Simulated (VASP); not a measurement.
## Au: single point with PBEsol

The system is Au.

```
CELL_PARAMETERS angstrom
0.00000 -2.04550 -2.04550
0.00000 2.04550 -2.04550
4.09100 0.00000 0.00000
ATOMIC_POSITIONS crystal
Au 0.50000 0.50000 0.47556
Au 0.00000 0.00000 0.02444
```

This cell differs from its parent crystal: atoms displaced along a vibrational mode.

```
Program             : VASP 6.6.1
Task                : single point
Functional          : PBEsol
Potentials or basis : VASP PAW PBE potentials, release 64 (Au)
Cutoff              : 520 eV
k mesh              : 16 × 16 × 12
Occupations         : gaussian, width 0.15 eV
Spin                : no spin polarisation
```

```
Pressure               : 2.6 GPa
Largest force          : 1.609 eV/Å
Band gap on the k mesh : zero (bands 11 and 12 overlap by 7.00 eV)
```

Forces in eV/Å, atoms in the order of the input:
```
Au   1.609  0.000  0.000
Au  -1.609  0.000  0.000
```

Stress tensor (GPa, compression positive):
```
2.24 0.00 0.00
0.00 2.74 0.00
0.00 0.00 2.74
```

Levels at points of the mesh, in eV from the Fermi level:
```tsv
k point	band 9	band 10	band 11	band 12	band 13	band 14
(0.00, 0.00, 0.00)	-1.94	-1.64	-1.64	1.18	5.56	9.97
(0.50, 0.00, 0.00)	-2.82	-2.82	-0.31	-0.31	7.97	7.97
(0.50, 0.50, 0.00)	-1.65	-1.65	0.99	0.99	5.73	5.73
(0.00, 0.00, 0.50)	-3.03	-3.03	-2.97	-2.29	14.17	14.17
(0.50, 0.00, 0.50)	-1.87	-1.87	-0.94	-0.94	3.01	3.01
(0.50, 0.50, 0.50)	-1.65	-1.65	4.66	4.66	5.50	5.50
```

It took 3.4 min on 1 thread of Intel Xeon 8259CL, on a shared host, peak memory 0.27 GiB.

Caveat: the cell differs from its parent crystal (atoms displaced along a vibrational mode); the PAW data sets were made with another functional, which shifts forces and pressure a little; spin-orbit coupling is left out, which moves the levels of the heavy elements.
